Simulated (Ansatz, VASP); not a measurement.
# Two plane-wave programs on Ga3As3CO

INCAR

```
SYSTEM = Ga3As3CO
ALGO = Normal
DIPOL = 0.5 0.5 0.320
EDIFF = 1E-7
ENCUT = 520
GGA = PE
IDIPOL = 3
ISIF = 2
ISMEAR = 0
IVDW = 12
LASPH = .True.
LCHARG = .True.
LDIPOL = .True.
LELF = .True.
LREAL = .False.
LVACPOTAV = .True.
LVHAR = .True.
LWAVE = .False.
NBANDS = 42
NELM = 100
PREC = Accurate
SIGMA = 0.05
```

The input KPOINTS:

```
k-points
0
Gamma
  7 5 1
  0 0 0
```

The input POSCAR:

```
Ga3As3CO
1.0
    4.0137031111      0.0000000000      0.0000000000
    0.0000000000      5.6762333751      0.0000000000
    0.0000000000      0.0000000000     23.3352699083
Ga As O C
3 3 1 1
Direct
    0.5000000000      0.5000000000      0.1714143447
    0.0000000000      0.0653835255      0.2680035048
    0.5000000000      0.4894639609      0.3228546357
    0.0000000000      0.2500000000      0.1714143447
    0.5000000000      0.8102208698      0.2504948966
    0.0000000000      0.2887573198      0.3593388866
    0.5000000000      0.9554239865      0.4836142866
    0.5000000000      0.9554239865      0.5328959107
```

Input for Ansatz:

```yaml
crystal:
  lattice:
    - [4.0137031111, 0.0, 0.0]
    - [0.0, 5.6762333751, 0.0]
    - [0.0, 0.0, 23.3352699083]
  atoms:
    - { symbol: Ga, position: [0.5, 0.5, 0.1714143447] }
    - { symbol: As, position: [0.0, 0.25, 0.1714143447] }
    - { symbol: Ga, position: [0.0, 0.0653835255, 0.2680035048] }
    - { symbol: As, position: [0.5, 0.8102208698, 0.2504948966] }
    - { symbol: Ga, position: [0.5, 0.4894639609, 0.3228546357] }
    - { symbol: As, position: [0.0, 0.2887573198, 0.3593388866] }
    - { symbol: O, position: [0.5, 0.9554239865, 0.4836142866] }
    - { symbol: C, position: [0.5, 0.9554239865, 0.5328959107] }
basis:
  ecutwfc: 420
kpoints:
  mp_grid: { grid: [7, 5, 1] }
hamiltonian:
  xc: pbe
  pseudopotentials: { kind: paw, azcp: { folder: soft_1 } }
  dispersion: d3bj
scf:
  occupations: { method: gaussian, width: 0.05 }
output:
  forces: true
  eigenvalues: true
efield:
  axis: 3
  dipole_correction: true
  ramp_width: 0.04
```

Alike in both runs: task single point; functional PBE; dispersion D3(BJ); k mesh 7 × 5 × 1; occupations gaussian, width 0.05 eV; no spin polarisation.

|  | VASP | Ansatz |
| --- | --- | --- |
| version | VASP 6.6.1 | Ansatz 0.2.0 |
| potentials or method | VASP PAW PBE potentials, release 64 (Ga_d, As, O, C), cutoff 520 eV | scalar-relativistic, plane waves, PAW |
| valence electrons in the cell | 64 | 94 |

```csv
,VASP,Ansatz,Ansatz less VASP
gap on the k mesh at the Fermi level (eV),0.40,0.41,+0.008
least direct gap on the mesh (eV),0.76,0.76,+0.003
rms of the force components (eV/Å),0.377,0.542,+0.1655
```

One of these differences is far larger than is usual between the two programs; its cause wasn't traced. VASP's potentials hold 64 valence electrons a cell and Ansatz's 94, so a difference there can come from the potentials and not from the codes.

Noted on VASP's run: the standard files for N, O and F lose accuracy on very short bonds.
